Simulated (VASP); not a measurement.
Write the native input for VASP 6.6.1 that does the following.

```yaml
Task: single point
Functional: PBE
Potentials_or_basis: VASP PAW PBE potentials, release 64 (Ni, O)
Cutoff: 520 eV
k_mesh: 5 × 5 × 3
Occupations: gaussian, width 0.05 eV
Spin: collinear spin, antiferromagnetic start
Starting_moments: "[2.0, -2.0, 0.0, 0.0] μB"
Hubbard_terms: Ni d U = 6.2 eV
Dipole_correction: no
Further_INCAR_settings: ALGO = Normal; EDIFF = 1e-06; NBANDS = 28
```

The structure of NiO lies in POSCAR:

```
NiO
1.0
    0.0000000000      2.1337902789     -2.1337902789
    0.0000000000      2.1337902789      2.1337902789
    4.2675805578      0.0000000000      0.0000000000
Ni O
2 2
Direct
    0.0000000000      0.0000000000      0.0000000000
    0.5000000000      0.5000000000      0.5000000000
    0.0000000000      1.0000000000      0.5000000000
    0.5000000000      1.5000000000      1.0000000000
```

These files were run (other wordings do the same):

INCAR

```
SYSTEM = NiO
  ALGO = Normal
  EDIFF = 1E-6
  ENCUT = 520
  GGA = PE
  ISIF = 2
  ISMEAR = 0
  ISPIN = 2
  LASPH = .TRUE.
  LCHARG = .FALSE.
  LDAU = .TRUE.
  LDAUJ = 0 0
  LDAUL = 2 -1
  LDAUPRINT = 1
  LDAUTYPE = 2
  LDAUU = 6.2 0
  LMAXMIX = 4
  LORBIT = 11
  LREAL = .FALSE.
  LWAVE = .FALSE.
  MAGMOM = 2 -2 0 0
  NBANDS = 28
  NELM = 150
  PREC = Accurate
  SIGMA = 0.05
```

KPOINTS

```
k-points
0
G
  5 5 3
  0 0 0
```

Potentials or basis: VASP PAW PBE potentials, release 64 (Ni, O).

Launch:

```sh
$ cat potpaw_PBE.64/Ni/POTCAR potpaw_PBE.64/O/POTCAR > POTCAR
$ mpirun -np 1 vasp_std > vasp.out
```

It gave:

```
Pressure                                              : -8.0 GPa
Band gap on the k mesh                                : 2.62 eV
Net moment                                            : 0.00 μB per cell
Site moments                                          : Ni +1.84, -1.84; O -0.06, +0.06 μB
Valence electrons inside the program's atomic spheres : Ni 8.87; O 5.00
```

Caveat: the k points lie up to 0.49 Å⁻¹ apart.

Wall time 25 s on 1 thread of Intel(R) Xeon(R) Platinum 8259CL CPU @ 2.50GHz (Skylake/Cascade Lake), with other jobs on the host, peak memory 0.16 GiB.
